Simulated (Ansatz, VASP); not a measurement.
## One calculation of AgCl, two programs

```
Ag Cl
1.0
     0.00000    2.69378    2.80602
     2.69378    0.00000    2.80602
     2.69378    2.69378    0.00000
Ag Cl
1 1
Direct
  0.48503 0.51497 0.51497
  0.04554 0.95446 0.95446
```

Change from the starting cell: mode 4 frozen in at -0.256 Å, equal normal strain along x and y -0.0400.

Alike in both runs: task single point; functional PBE; k mesh 8 × 8 × 8; occupations gaussian, width 0.05 eV; no spin polarisation.

|  | VASP | Ansatz |
| --- | --- | --- |
| version | VASP 6.6.1 | Ansatz 0.2.0 |
| potentials or method | VASP PAW PBE potentials, release 64 (Ag, Cl), cutoff 520 eV | scalar-relativistic, plane waves, PAW |
| valence electrons in the cell | 18 | 26 |

VASP gave:

* gap on the k mesh at the Fermi level (eV): 0.95
* least direct gap on the mesh (eV): 2.25
* pressure (GPa): 7.0
* traceless stress, the component that is largest in VASP (GPa): 6.13
* rms of the force components (eV/Å): 0.651

Estimate Ansatz's values.

gap on the k mesh at the Fermi level (eV): 0.96; least direct gap on the mesh (eV): 2.25; pressure (GPa): 7.2; traceless stress, the component that is largest in VASP (GPa): 6.16; rms of the force components (eV/Å): 0.654.

Atom by atom the forces differ by 0.004 eV/Å (rms over components). The functional is the same, so the differences come from potentials, cutoffs and numerics. VASP's potentials hold 18 valence electrons a cell and Ansatz's 26, so a difference there can come from the potentials and not from the codes.
